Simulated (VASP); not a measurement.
Crystal: SiC.

```
Si C
1.0
     0.00000    2.24339    2.13444
     2.24339    0.00000    2.13444
     2.24339    2.24339    0.00000
Si C
1 1
Direct
  0.00000 0.00000 0.00000
  0.25000 0.25000 0.25000
```

This cell differs from its parent crystal: epitaxial xy strain +3.0%.

Base run:

* Program: VASP 6.6.1
* Functional: r2SCAN
* Potentials or basis: VASP PAW PBE potentials, release 64 (Si, C)
* Cutoff: 520 eV
* k mesh: 10 × 10 × 10
* Occupations: gaussian, width 0.01 eV
* Spin: no spin polarisation

Its results: band gap on the k mesh 1.24 eV, indirect (least direct gap 4.95 eV); pressure -8.5 GPa.

Q: The run is repeated on the same cell with these changes: functional from r2SCAN to PBE; occupations from gaussian, width 0.01 eV to fermi-dirac, width 0.02 eV. What comes out?

A: Band gap on the k mesh 0.90 eV, indirect (least direct gap 4.44 eV); pressure -4.8 GPa.

Caveats: the PAW data sets were made with another functional, which shifts forces and pressure a little (some runs).

A k mesh can miss the band edges.
